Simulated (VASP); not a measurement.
AgCl:

```
Ag Cl
1.0
     0.07327    2.80320    2.80320
     2.80320    0.07327    2.80320
     2.80320    2.80320    0.07327
Ag Cl
1 1
Direct
  0.00000 0.00000 0.00000
  0.50000 0.50000 0.50000
```

This cell differs from its parent crystal: epitaxial 111 strain -1.6%.

Base run:

| Item | Value |
| --- | --- |
| Program | VASP 6.6.1 |
| Functional | PBE |
| Potentials or basis | VASP PAW PBE potentials, release 64 (Ag, Cl) |
| Cutoff | 520 eV |
| k mesh | 8 × 8 × 8 |
| Occupations | fermi-dirac, width 0.02 eV |
| Spin | no spin polarisation |

Its results: band gap on the k mesh 0.87 eV, indirect (least direct gap 3.17 eV); pressure 1.8 GPa.

Question: The run is repeated on the same cell with these changes: functional from PBE to r2SCAN; occupations from fermi-dirac, width 0.02 eV to gaussian, width 0.01 eV. What comes out?

Answer: Band gap on the k mesh 1.38 eV, indirect (least direct gap 3.70 eV); pressure 0.2 GPa.

Caveats: the PAW data sets were made with another functional, which shifts forces and pressure a little (some runs).

A k mesh can miss the band edges.
